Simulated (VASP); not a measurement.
# LaSb2Au (P4/nmm) in VASP: further runs

The runs below take LaSb2Au through single point, with LDA.

Everything below comes from runs of VASP 6.6.1. Logs are shortened: lines on timing, memory, paths and dates and some standing lists are left out, and cuts for length are marked.

**1. The cell of the first run**

The structure is tetragonal, space group P4/nmm (No. 129). Conventional cell: a = 4.475 Å, b = 4.475 Å, c = 10.524 Å, α = 90.00°, β = 90.00°, γ = 90.00°. La (site symmetry 4mm) has 9 Sb at 3.27 to 4.38 Å and 4 Au at 3.43 Å and 4 La at 4.48 Å within 4.5 Å. Sb (site symmetry 4mm) has 4 Au at 2.86 Å and 4 La at 3.27 Å within 3.8 Å. Within 4.2 Å of Sb (site symmetry -4m2) lie 8 Sb at 3.16 to 4.14 Å and 4 La at 3.48 Å. Au (site symmetry -4m2) has 4 Sb at 2.86 Å and 4 Au at 3.16 Å and 4 La at 3.43 Å within 3.8 Å.

**2. Single point, LDA**

File INCAR:

```
PREC     = Accurate       # precision mode
ENCUT    = 520            # plane-wave cutoff, eV
EDIFF    = 1E-7           # SCF threshold, eV
ISMEAR   = -1             # smearing method
SIGMA    = 0.1            # smearing width, eV
LREAL    = False          # projectors in reciprocal space
LASPH    = True           # aspherical terms in the spheres
NELM     = 80             # most SCF steps
ALGO     = Normal         # electronic algorithm
ISIF     = 2              # what is computed and relaxed
LWAVE    = False          # write WAVECAR
LCHARG   = False          # write CHGCAR
NBANDS   = 42             # bands
```

File KPOINTS:

```
regular mesh
0
Gamma
  6 6 3
```

File POSCAR:

```
LaSb2Au
1.0
    4.4750857144      0.0000000000      0.0000000000
    0.0000000000      4.4750857144      0.0000000000
    0.0000000000      0.0000000000     10.5239166304
La Sb Au
2 4 2
Direct
    0.5000000000      0.0000000000      0.7531500000
    0.0000000000      0.5000000000      0.2468500000
    0.5000000000      0.0000000000      0.1694000000
    0.0000000000      0.5000000000      0.8306000000
    0.0000000000      0.0000000000      0.5000000000
    0.5000000000      0.5000000000      0.5000000000
    0.0000000000      0.0000000000      0.0000000000
    0.5000000000      0.5000000000      0.0000000000
```

Potentials or basis: VASP PAW LDA potentials, release 64 (La, Sb, Au).

On the command line:

```
$ cat potpaw_LDA.64/La/POTCAR potpaw_LDA.64/Sb/POTCAR potpaw_LDA.64/Au/POTCAR > POTCAR
$ mpirun -np 1 vasp_std > vasp.out
```

OUTCAR:

```text
PREC = Accurate
   ENCUT = 520
   EDIFF = 1E-7
   ISMEAR = -1
   LREAL = False
   LASPH = True
   NELM = 80
   ISIF = 2

 ion  position               nearest neighbor table
   1  0.500  0.000  0.753-   4 3.27   4 3.27   4 3.27   4 3.27   8 3.43   8 3.43   7 3.43   7 3.43
                             5 3.48   5 3.48   6 3.48   6 3.48
   2  0.000  0.500  0.247-   3 3.27   3 3.27   3 3.27   3 3.27   7 3.43   8 3.43   8 3.43   7 3.43
                             5 3.48   6 3.48   5 3.48   6 3.48
   3  0.500  0.000  0.169-   7 2.86   8 2.86   8 2.86   7 2.86   2 3.27   2 3.27   2 3.27   2 3.27

   4  0.000  0.500  0.831-   7 2.86   8 2.86   7 2.86   8 2.86   1 3.27   1 3.27   1 3.27   1 3.27

   5  0.000  0.000  0.500-   6 3.16   6 3.16   6 3.16   6 3.16   2 3.48   1 3.48   1 3.48   2 3.48

   6  0.500  0.500  0.500-   5 3.16   5 3.16   5 3.16   5 3.16   2 3.48   2 3.48   1 3.48   1 3.48

   7  0.000  0.000  0.000-   3 2.86   4 2.86   4 2.86   3 2.86   8 3.16   8 3.16   8 3.16   8 3.16
                             1 3.43   2 3.43   2 3.43   1 3.43
   8  0.500  0.500  0.000-   3 2.86   4 2.86   3 2.86   4 2.86   7 3.16   7 3.16   7 3.16   7 3.16
                             2 3.43   1 3.43   2 3.43   1 3.43

  LATTYP: Found a simple tetragonal cell.
 ALAT       =     4.4750857144
 C/A-ratio  =     2.3516681695

  Lattice vectors:

 A1 = (   4.4750857144,   0.0000000000,   0.0000000000)
 A2 = (   0.0000000000,   4.4750857144,   0.0000000000)
 A3 = (   0.0000000000,   0.0000000000,  10.5239166304)

Analysis of symmetry for initial positions (statically):
=====================================================================
 Subroutine PRICEL returns:
 Original cell was already a primitive cell.

 Routine SETGRP: Setting up the symmetry group for a
 simple tetragonal supercell.

 Subroutine GETGRP returns: Found 16 space group operations
 (whereof  8 operations were pure point group operations)
 out of a pool of 16 trial point group operations.

The static configuration has the point symmetry D_2d.
 The point group associated with its full space group is D_4h.

Analysis of symmetry for dynamics (positions and initial velocities):
=====================================================================
 Subroutine PRICEL returns:
 Original cell was already a primitive cell.

 Routine SETGRP: Setting up the symmetry group for a
 simple tetragonal supercell.

 Subroutine GETGRP returns: Found 16 space group operations
 (whereof  8 operations were pure point group operations)
 out of a pool of 16 trial point group operations.

The dynamic configuration has the point symmetry D_2d.
 The point group associated with its full space group is D_4h.

 Subroutine INISYM returns: Found 16 space group operations
 (whereof  8 operations are pure point group operations),
 and found     1 'primitive' translations

----------------------------------------------------------------------------------------

                                     Primitive cell

  volume of cell :     210.7561

  direct lattice vectors                    reciprocal lattice vectors
     4.475085714  0.000000000  0.000000000     0.223459407  0.000000000  0.000000000
     0.000000000  4.475085714  0.000000000     0.000000000  0.223459407  0.000000000
     0.000000000  0.000000000 10.523916630     0.000000000  0.000000000  0.095021657

  length of vectors
     4.475085714  4.475085714 10.523916630     0.223459407  0.223459407  0.095021657

  position of ions in fractional coordinates (direct lattice)
     0.500000000  0.000000000  0.753150000
     0.000000000  0.500000000  0.246850000
     0.500000000  0.000000000  0.169400000
     0.000000000  0.500000000  0.830600000
     0.000000000  0.000000000  0.500000000
     0.500000000  0.500000000  0.500000000
     0.000000000  0.000000000  0.000000000
     0.500000000  0.500000000  0.000000000

  ion indices of the primitive-cell ions
   primitive index   ion index
                 1           1
                 2           2
                 3           3
                 4           4
                 5           5
                 6           6
                 7           7
                 8           8

----------------------------------------------------------------------------------------

 KPOINTS: regular mesh

Automatic generation of k-mesh.
 Grid dimensions read from file:
 generate k-points for:    6    6    3

 Generating k-lattice:

  Cartesian coordinates                     Fractional coordinates (reciprocal lattice)
     0.037243234  0.000000000  0.000000000     0.166666667  0.000000000  0.000000000
     0.000000000  0.037243234  0.000000000     0.000000000  0.166666667  0.000000000
     0.000000000  0.000000000  0.031673886     0.000000000  0.000000000  0.333333333

  Length of vectors
     0.037243234  0.037243234  0.031673886

  Shift w.r.t. Gamma in fractional coordinates (k-lattice)
     0.000000000  0.000000000  0.000000000

 Subroutine IBZKPT returns following result:
 ===========================================

 Found     20 irreducible k-points:

 Following reciprocal coordinates:
            Coordinates               Weight
  0.000000  0.000000  0.000000      1.000000
  0.166667  0.000000  0.000000      4.000000
  0.333333  0.000000  0.000000      4.000000
  0.500000  0.000000  0.000000      2.000000
  0.166667  0.166667  0.000000      4.000000
  0.333333  0.166667  0.000000      8.000000
[... 12 lines left out ...]
  0.500000  0.333333  0.333333      8.000000
  0.500000  0.500000  0.333333      2.000000
   k-points           NKPTS =     20   k-points in BZ     NKDIM =     20   number of bands    NBANDS=     42
   number of dos      NEDOS =    301   number of ions     NIONS =      8
   total plane-waves  NPLWV = 103680
   dimension x,y,z NGX =    36 NGY =   36 NGZ =   80
   dimension x,y,z NGXF=    72 NGYF=   72 NGZF=  160
   ions per type =               2   4   2
   NGX,Y,Z   is equivalent  to a cutoff of  13.37, 13.37, 12.64 a.u.
   NGXF,Y,Z  is equivalent  to a cutoff of  26.75, 26.75, 25.28 a.u.
 SYSTEM =  unknown system
   PREC   = accura    normal or accurate (medium, high low for compatibility)
   ISTART =      0    job   : 0-new  1-cont  2-samecut
   ICHARG =      2    charge: 1-file 2-atom 10-const
   ISPIN  =      1    spin polarized calculation?
   LNONCOLLINEAR =      F non collinear calculations
   LSORBIT =      F    spin-orbit coupling
   LASPH  =      T    aspherical Exc in radial PAW
   ENCUT  =  520.0 eV  38.22 Ry    6.18 a.u.   8.32  8.32 19.57*2*pi/ulx,y,z
   NELM   =     80;   NELMIN=  2; NELMDL= -5     # of ELM steps
   EDIFF  = 0.1E-06   stopping-criterion for ELM
   LREAL  =      F    real-space projection
   EDIFFG = 0.1E-05   stopping-criterion for IOM
   NSW    =      0    number of steps for IOM
   IBRION =     -1    ionic relax: 0-MD 1-quasi-New 2-CG
   NFREE  =      0    steps in history (QN), initial steepest desc. (CG)
   ISIF   =      2    stress and relaxation
   ISYM   =      2    0-nonsym 1-usesym 2-fastsym
   POTIM  = 0.5000    time-step for ionic-motion
   TEBEG  =    0.0;   TEEND  =   0.0 temperature during run
   PSTRESS=    0.0 pullay stress
   NELECT =      64.0000    total number of electrons
   NUPDOWN=      -1.0000    fix difference up-down
   EMIN   =  10.00;   EMAX   =-10.00  energy-range for DOS
   EFERMI =   0.00;   METHOD = LEGACY
   ISMEAR =    -1;   SIGMA  =   0.10  broadening in eV -4-tet -1-fermi 0-gaus
   EFERMI_NEDOS =   21; number of points for ismear=-14 and -15
   IALGO  =     38    algorithm
   IMIX   =      4    mixing-type and parameters
     AMIX     =   0.40;   BMIX     =  1.00
     AMIX_MAG =   1.60;   BMIX_MAG =  1.00
  volume/ion in A,a.u.               =      26.34       177.78
  Fermi-wavevector in a.u.,A,eV,Ry     =   1.100377  2.079411 16.474332  1.210829
  Thomas-Fermi vector in A             =   2.236787
   LORBIT       =      0    0 simple, 1 ext, 2 COOP (PROOUT), +10 PAW based schemes
   GGA     = CA    functional components
   LHFCALC =     F    Hartree Fock is set to
   AEXX    =    0.0000 exact exchange contribution
   IVDW    =     0    specifies the selected vdW correction
   LEPSILON=     F    determine dielectric tensor
   LRPA    =     F    only Hartree local field effects (RPA)
 non-spin polarized calculation
  energy-cutoff  :      520.00
  volume of cell :      210.76
 maximum number of plane-waves:      5712
 NGX is ok and might be reduce to    36
   NGX = 17   NGY = 17   NGZ = 39

 number of electron      64.0000005 magnetization

 Free energy of the ion-electron system (eV)
  ---------------------------------------------------
  ext. energy  EPLUGINS =         0.00000000
  ---------------------------------------------------
  free energy    TOTEN  =       -45.68156808 eV

  energy without entropy =      -45.61434382  energy(sigma->0) =      -45.64795595

 E-fermi :   8.3232     XC(G=0): -10.6390

 val. band max:        8.2401809809   @ k =   0.1667   0.0000   0.3333
 cond. band min:       8.5635681004   @ k =   0.3333   0.1667   0.0000
 fundamental gap:      0.3233871195
 Fermi energy:         8.3231543535

 k-point     1 :       0.0000    0.0000    0.0000
  band No.  band energies     occupation
      1     -24.1929      2.00000
      2     -24.1919      2.00000
      3      -8.1274      2.00000
      4      -8.0337      2.00000
      5      -7.9487      2.00000
      6      -7.9487      2.00000
[... 34 lines left out ...]
     41      10.2265      0.00000
     42      10.2630      0.00000

 k-point     2 :       0.1667    0.0000    0.0000
  band No.  band energies     occupation
      1     -24.1906      2.00000
      2     -24.1897      2.00000
      3      -8.1090      2.00000
      4      -8.0334      2.00000
      5      -8.0202      2.00000
      6      -8.0131      2.00000
[... 799 lines left out ...]
     41      10.2840      0.00000
     42      10.3041      0.00000

 k-point    20 :       0.5000    0.5000    0.3333
  band No.  band energies     occupation
      1     -24.1737      2.00000
      2     -24.1737      2.00000
      3      -8.1382      2.00000
      4      -8.1382      2.00000
      5      -8.1254      2.00000
      6      -8.1254      2.00000
[... 34 lines left out ...]
     41      10.2728      0.00000
     42      10.3300      0.00000

------------------------ aborting loop because EDIFF is reached ----------------------------------------

  FORCE on cell =-STRESS in cart. coord.  units (eV):
  Direction    XX          YY          ZZ          XY          YZ          ZX
  --------------------------------------------------------------------------------------
  -------------------------------------------------------------------------------------
  Total       -5.8172322     -5.8172322     -5.8065588      0.0000000      0.0000000     -0.0000000
  in kB      -44.2228640    -44.2228640    -44.1417247      0.0000000      0.0000000     -0.0000000
  external PRESSURE =     -44.1958176 kB  Pullay stress =       0.0000000 kB

 VOLUME and BASIS-vectors are now :
 -----------------------------------------------------------------------------
  energy-cutoff  :      520.00
  volume of cell :      210.76
      direct lattice vectors                 reciprocal lattice vectors
     4.475085714  0.000000000  0.000000000     0.223459407  0.000000000  0.000000000
     0.000000000  4.475085714  0.000000000     0.000000000  0.223459407  0.000000000
     0.000000000  0.000000000 10.523916630     0.000000000  0.000000000  0.095021657

 POSITION                                       TOTAL-FORCE (eV/Angst)
 -----------------------------------------------------------------------------------
      2.23754      0.00000      7.92609         0.000000     -0.000000     -0.153880
      0.00000      2.23754      2.59783        -0.000000      0.000000      0.153880
      2.23754      0.00000      1.78275        -0.000000      0.000000     -0.160660
      0.00000      2.23754      8.74117        -0.000000      0.000000      0.160660
      0.00000      0.00000      5.26196        -0.000000     -0.000000      0.000000
      2.23754      2.23754      5.26196        -0.000000      0.000000      0.000000
      0.00000      0.00000      0.00000        -0.000000     -0.000000      0.000000
      2.23754      2.23754      0.00000        -0.000000      0.000000      0.000000
 -----------------------------------------------------------------------------------
    total drift:                                0.000000      0.000000     -0.000000

  FREE ENERGIE OF THE ION-ELECTRON SYSTEM (eV)
  ---------------------------------------------------
  free  energy   TOTEN  =       -45.6815680762 eV

  energy  without entropy=      -45.6143438157  energy(sigma->0) =      -45.64795595
```

It took 3.3 min on 1 thread of Intel Xeon 6975P-C (Granite Rapids), shared host; peak memory 0.36 GiB.

What came out:

| Item | Value |
| --- | --- |
| Free energy | -45.6816 eV |
| Pressure | -4.4 GPa |
| Largest force | 0.161 eV/Å |
| Band gap on the k mesh | zero (bands 32 and 33 overlap by 0.83 eV) |

Forces in eV/Å, atoms in the order of the input:
```
La   0.000  0.000 -0.154
La   0.000  0.000  0.154
Sb   0.000  0.000 -0.161
Sb   0.000  0.000  0.161
Sb   0.000  0.000  0.000
Sb   0.000  0.000  0.000
Au   0.000  0.000  0.000
Au   0.000  0.000  0.000
```

Caveat: the cell stands under tension; spin-orbit coupling is left out, which moves the levels of the heavy elements.

**3. Single point, LDA**

This run uses another cell than the first one, of 27.03 Å³/atom.

File INCAR:

```
  ALGO = Normal
  EDIFF = 1E-7
  ENCUT = 520
  GGA = CA
  ISIF = 2
  ISMEAR = -1
  LASPH = True
  LCHARG = True
  LELF = True
  LREAL = False
  LVHAR = True
  LWAVE = False
  NBANDS = 42
  NELM = 80
  PREC = Accurate
  SIGMA = 0.1
```

File KPOINTS:

```
k-points
0
Gamma
  6 6 3
```

POSCAR: that of step 2 with these lines changed.

```diff
@@ -2,5 +2,5 @@
 1.0
-    4.4750857144      0.0000000000      0.0000000000
-    0.0000000000      4.4750857144      0.0000000000
-    0.0000000000      0.0000000000     10.5239166304
+    4.5135003462      0.0000000000      0.0000000000
+    0.0000000000      4.5135003462      0.0000000000
+    0.0000000000      0.0000000000     10.6142550973
 La Sb Au
```

Potentials or basis: VASP PAW LDA potentials, release 64 (La, Sb, Au).

On the command line:

```
$ cat potpaw_LDA.64/La/POTCAR potpaw_LDA.64/Sb/POTCAR potpaw_LDA.64/Au/POTCAR > POTCAR
$ mpirun -np 1 vasp_std > vasp.out
```

It took 2.7 min on 1 thread of Intel Xeon Platinum 8488C (Sapphire Rapids), shared host; peak memory 0.37 GiB.

It converged, with:

```yaml
Free_energy: -45.5028 eV
Pressure: -6.1 GPa
Largest_force: 0.285 eV/Å
Band_gap_on_the_k_mesh: zero (bands 32 and 33 overlap by 0.82 eV)
```

Forces in eV/Å, atoms in the order of the input:
```
La   0.000  0.000 -0.089
La   0.000  0.000  0.089
Sb   0.000  0.000 -0.285
Sb   0.000  0.000  0.285
Sb   0.000  0.000  0.000
Sb   0.000  0.000  0.000
Au   0.000  0.000  0.000
Au   0.000  0.000  0.000
```

Stress tensor (GPa, compression positive):
```
-6.11  0.00  0.00
 0.00 -6.11  0.00
 0.00  0.00 -5.95
```

Levels at points of the mesh, in eV from the Fermi level:
| k point | band 29 | band 30 | band 31 | band 32 | band 33 | band 34 | band 35 | band 36 |
| --- | --- | --- | --- | --- | --- | --- | --- | --- |
| (0.00, 0.00, 0.00) | -1.17 | -0.52 | -0.16 | 0.35 | 0.35 | 1.15 | 1.41 | 1.67 |
| (0.50, 0.00, 0.00) | -1.30 | -1.30 | -0.72 | -0.72 | -0.44 | -0.44 | 1.69 | 1.69 |
| (0.50, 0.50, 0.00) | -2.07 | -2.07 | -1.63 | -1.63 | 1.36 | 1.36 | 1.77 | 1.77 |

Caveat: the cell stands under tension; spin-orbit coupling is left out, which moves the levels of the heavy elements.

**4. Single point, LDA**

This run uses another cell than the first one, of 27.71 Å³/atom.

File INCAR:

```
PREC = Accurate
ENCUT = 520
EDIFF = 1E-6
ISMEAR = -1
SIGMA = 0.1
LREAL = False
LASPH = True
NELM = 100
ALGO = Normal
ISIF = 2
LWAVE = False
LCHARG = False
NBANDS = 42
```

File KPOINTS:

```
Automatic mesh
0
Gamma
  6 6 3
```

POSCAR: that of step 3 with these lines changed.

```diff
@@ -2,5 +2,5 @@
 1.0
-    4.5135003462      0.0000000000      0.0000000000
-    0.0000000000      4.5135003462      0.0000000000
-    0.0000000000      0.0000000000     10.6142550973
+    4.5512719797      0.0000000000      0.0000000000
+    0.0000000000      4.5512719797      0.0000000000
+    0.0000000000      0.0000000000     10.7030814454
 La Sb Au
```

On the command line:

```
$ cat potpaw_LDA.64/La/POTCAR potpaw_LDA.64/Sb/POTCAR potpaw_LDA.64/Au/POTCAR > POTCAR
$ mpirun -np 1 vasp_std > vasp.out
```

Run time: 2.4 min. Hardware: 1 thread of Intel Xeon Platinum 8488C (Sapphire Rapids), shared host; peak memory 0.37 GiB.

It converged, with:

```
Free energy            : -45.2722 eV
Pressure               : -7.5 GPa
Largest force          : 0.390 eV/Å
Band gap on the k mesh : zero (bands 32 and 33 overlap by 0.80 eV)
```

Forces in eV/Å, atoms in the order of the input:
```
La   0.000  0.000 -0.033
La   0.000  0.000  0.033
Sb   0.000  0.000 -0.390
Sb   0.000  0.000  0.390
Sb   0.000  0.000  0.000
Sb   0.000  0.000  0.000
Au   0.000  0.000  0.000
Au   0.000  0.000  0.000
```

Stress tensor (GPa, compression positive):
```
-7.55  0.00  0.00
 0.00 -7.55  0.00
 0.00  0.00 -7.26
```

Levels at points of the mesh, in eV from the Fermi level:
```tsv
k point	band 29	band 30	band 31	band 32	band 33	band 34	band 35	band 36
(0.00, 0.00, 0.00)	-1.11	-0.48	-0.16	0.33	0.33	1.13	1.34	1.61
(0.50, 0.00, 0.00)	-1.27	-1.27	-0.69	-0.69	-0.45	-0.45	1.63	1.63
(0.50, 0.50, 0.00)	-2.06	-2.06	-1.59	-1.59	1.31	1.31	1.70	1.70
```

Caveat: the cell stands under tension; spin-orbit coupling is left out, which moves the levels of the heavy elements.

**5. The runs side by side**

| cell | gap on the mesh (eV) | pressure (GPa) | largest force (eV/Å) |
| --- | --- | --- | --- |
| a = 4.475, b = 4.475, c = 10.524 Å, 8 atoms | none | -4.4 | 0.16 |
| a = 4.514, b = 4.514, c = 10.614 Å, 8 atoms | none | -6.1 | 0.28 |
| a = 4.551, b = 4.551, c = 10.703 Å, 8 atoms | none | -7.5 | 0.39 |

Alike in all rows: task single point; level LDA; potentials or basis VASP PAW LDA potentials, release 64 (La, Sb, Au); no spin polarisation; k mesh 6 × 6 × 3; cutoff (eV) 520; smearing fermi-dirac 0.1 eV.

Caveats: the cell stands under tension; spin-orbit coupling is left out, which moves the levels of the heavy elements.

Total energies depend on the potentials used, so only differences within one code and one set of settings carry meaning.
